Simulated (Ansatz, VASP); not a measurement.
**WC: VASP beside Ansatz**

INCAR

```
ALGO = Normal
EDIFF = 1E-8
ENCUT = 520
GGA = CA
ISIF = 2
ISMEAR = -1
LASPH = T
LCHARG = F
LEFG = T
LREAL = F
LWAVE = F
NBANDS = 16
NELM = 100
PREC = Accurate
SIGMA = 0.05
```

The input KPOINTS:

```
k-points
0
Gamma
  13 13 12
```

POSCAR

```
WC
1.0
    2.9005014360      0.0000000000      0.0000000000
   -1.4502507180      2.5119079273      0.0000000000
    0.0000000000      0.0000000000      2.8290000000
W C
1 1
Direct
    0.0000000000      0.0000000000      0.0000000000
    0.6666666667      0.3333333333      0.5000000000
```

Input for Ansatz:

```yaml
crystal:
  lattice:
    - [2.900501436, 0.0, 0.0]
    - [-1.450250718, 2.5119079273, 0.0]
    - [0.0, 0.0, 2.829]
  atoms:
    - { symbol: W, position: [0.0, 0.0, 0.0] }
    - { symbol: C, position: [0.6666666667, 0.3333333333, 0.5] }
kpoints:
  mp_grid: { grid: [13, 13, 12] }
  band_path:
    path:
      - [0.0, 0.0, 0.0]
      - [0.5, 0.0, 0.0]
      - [0.3333333333, 0.3333333333, 0.0]
      - [0.0, 0.0, 0.0]
      - [0.0, 0.0, 0.5]
      - [0.5, 0.0, 0.5]
      - [0.3333333333, 0.3333333333, 0.5]
      - [0.0, 0.0, 0.5]
      - [0.5, 0.0, 0.5]
    npoints: 5
scf:
  occupations: { method: fermi_dirac, width: 0.05 }
hamiltonian:
  xc: lda
  pseudopotentials: { kind: paw }
output:
  forces: true
  stress: true
  eigenvalues: true
  efg: { contact_densities: true }
  write_density: true
  write_potential: true
  elf: true
  volumetric_format: npy
```

Alike in both runs: task electric field gradients; functional LDA; k mesh 13 × 13 × 12; occupations fermi-dirac, width 0.05 eV; no spin polarisation.

|  | VASP | Ansatz |
| --- | --- | --- |
| version | VASP 6.6.1 | Ansatz 0.2.0 |
| potentials or method | VASP PAW LDA potentials, release 64 (W_sv, C) | PAW with Ansatz's default frozen-core files, scalar-relativistic |
| plane-wave cutoff (eV) | 520 | 420 |
| valence electrons in the cell | 18 | 18 |

```tsv
	VASP	Ansatz	Ansatz less VASP
pressure (GPa)	-4.7	-7.3	-2.56
traceless stress, the component that is largest in VASP (GPa)	-0.86	-1.18	-0.322
size of Vzz on the site where it differs most (V/Å²)	155.4	147.6	-7.79
```

LDA's correlation is that of Perdew and Zunger in VASP and of Perdew and Wang (1992) in Ansatz.

Spin-orbit coupling is off throughout.
